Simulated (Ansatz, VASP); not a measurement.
Two plane-wave programs on AlGaN2

File INCAR:

```
SYSTEM = AlGaN2
PREC = Accurate
ENCUT = 520
EDIFF = 1E-6
ISMEAR = 0
SIGMA = 0.05
LREAL = .FALSE.
LASPH = .TRUE.
NELM = 80
ALGO = Normal
ISIF = 2
LWAVE = .FALSE.
LCHARG = .FALSE.
NBANDS = 36
```

Contents of KPOINTS:

```
regular mesh
0
G
  8 8 4
  0 0 0
```

Contents of POSCAR:

```
AlGaN2
1.0
    3.1152864652      0.0000000000      0.0000000000
    0.0000000000      3.1152864652      0.0000000000
    0.0000000000      0.0000000000      8.7686604219
Al Ga N
2 2 4
Direct
    0.5000000000      0.5000000000      0.2500000000
    0.5000000000      0.5000000000      0.7500000000
    0.0000000000      0.0000000000      0.0028595622
    0.0000000000      0.0000000000      0.4971404378
    0.5000000000      0.0000000000      0.3828554446
    0.5000000000      0.0000000000      0.8571958810
    0.0000000000      0.5000000000      0.1171445554
    0.0000000000      0.5000000000      0.6428041190
```

Input for Ansatz:

```yaml
crystal:
  lattice:
    - [3.1152864652, 0.0, 0.0]
    - [0.0, 3.1152864652, 0.0]
    - [0.0, 0.0, 8.7686604219]
  atoms:
    - { symbol: Al, position: [0.5, 0.5, 0.25] }
    - { symbol: Al, position: [0.5, 0.5, 0.75] }
    - { symbol: Ga, position: [0.0, 0.0, 0.0028595622] }
    - { symbol: Ga, position: [0.0, 0.0, 0.4971404378] }
    - { symbol: "N", position: [0.5, 0.0, 0.3828554446] }
    - { symbol: "N", position: [0.5, 0.0, 0.857195881] }
    - { symbol: "N", position: [0.0, 0.5, 0.1171445554] }
    - { symbol: "N", position: [0.0, 0.5, 0.642804119] }
basis:
  ecutwfc: 420
kpoints:
  mp_grid: { grid: [8, 8, 4] }
hamiltonian:
  xc: lda
scf:
  occupations: { method: gaussian, width: 0.05 }
output:
  forces: true
  stress: true
  eigenvalues: true
```

Change from the starting cell: mode 23 (735.8 1/cm) frozen in, largest displacement +0.113 Å.

Alike in both runs: task single point; functional LDA; k mesh 8 × 8 × 4; occupations gaussian, width 0.05 eV; no spin polarisation.

|  | VASP | Ansatz |
| --- | --- | --- |
| version | VASP 6.6.1 | Ansatz 0.2.0 |
| potentials or method | VASP PAW LDA potentials, release 64 (Al, Ga_d, N), cutoff 520 eV | scalar-relativistic, plane waves, PAW |
| valence electrons in the cell | 52 | 52 |

|  | VASP | Ansatz | Ansatz less VASP |
| --- | --- | --- | --- |
| gap on the k mesh at the Fermi level (eV) | 2.36 | 2.36 | 0.000 |
| least direct gap on the mesh (eV) | 2.36 | 2.36 | 0.000 |
| pressure (GPa) | 3.3 | 2.3 | -0.92 |
| traceless stress, the component that is largest in VASP (GPa) | -3.11 | -3.08 | +0.029 |
| rms of the force components (eV/Å) | 1.617 | 1.599 | -0.0178 |

LDA's correlation is that of Perdew and Zunger in VASP and of Perdew and Wang (1992) in Ansatz. Atom by atom the forces differ by 0.021 eV/Å (rms over components).
